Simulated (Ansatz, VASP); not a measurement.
**BN: VASP beside Ansatz**

POSCAR

```
BN
1.0
    0.0000000000      1.8048137558      1.6965249305
    1.8048137558      0.0000000000      1.6965249305
    1.8048137558      1.8048137558      0.0000000000
B N
1 1
Direct
    0.0000000000      0.0000000000      0.0000000000
    0.7500000000      0.7500000000      0.7500000000
```

INCAR.step1

```
SYSTEM = BN
PREC = Accurate
ENCUT = 520
ISMEAR = 0
SIGMA = 0.05
LREAL = .False.
LASPH = .True.
NELM = 60
NBANDS = 11
GGA = PE
ALGO = Normal
EDIFF = 1E-4
LWAVE = .True.
LCHARG = .False.
```

File INCAR.step2:

```
SYSTEM = BN
PREC = Accurate
ENCUT = 520
EDIFF = 1E-6
ISMEAR = 0
SIGMA = 0.05
LREAL = .False.
LASPH = .True.
NELM = 60
ALGO = Normal
ISIF = 2
LWAVE = .False.
LCHARG = .False.
METAGGA = R2SCAN
LMIXTAU = .True.
NBANDS = 11
ISTART = 1
```

Contents of KPOINTS:

```
Automatic mesh
0
Gamma
  12 12 12
  0 0 0
```

Input for Ansatz:

```yaml
crystal:
  lattice:
    - [0.0, 1.8048137558, 1.6965249305]
    - [1.8048137558, 0.0, 1.6965249305]
    - [1.8048137558, 1.8048137558, 0.0]
  atoms:
    - { symbol: B, position: [0.0, 0.0, 0.0] }
    - { symbol: "N", position: [0.75, 0.75, 0.75] }
basis:
  ecutwfc: 500
kpoints:
  mp_grid: { grid: [12, 12, 12] }
hamiltonian:
  xc: r2scan
scf:
  occupations: { method: gaussian, width: 0.05 }
output:
  forces: true
  stress: true
  eigenvalues: true
```

Change from the starting cell: strain -0.0600 x Voigt [0, 0, 1, 0, 0, 0], atoms carried along.

Alike in both runs: task single point; functional r2SCAN; k mesh 12 × 12 × 12; occupations gaussian, width 0.05 eV; no spin polarisation.

|  | VASP | Ansatz |
| --- | --- | --- |
| version | VASP 6.6.1 | Ansatz 0.2.0 |
| potentials or method | VASP PAW PBE potentials, release 64 (B, N), cutoff 520 eV | scalar-relativistic, plane waves, PAW |
| valence electrons in the cell | 8 | 8 |

Ansatz gave:

```
gap on the k mesh at the Fermi level (eV)                     : 3.95
least direct gap on the mesh (eV)                             : 9.25
pressure (GPa)                                                : 27.1
traceless stress, the component that is largest in VASP (GPa) : 25.77
```

Estimate VASP's values.

gap on the k mesh at the Fermi level (eV): 3.92; least direct gap on the mesh (eV): 9.20; pressure (GPa): 28.4; traceless stress, the component that is largest in VASP (GPa): 25.70.

VASP's potentials were made for PBE, not for r2SCAN. With one functional, cell and mesh, what is left measures potentials, basis and numerics.
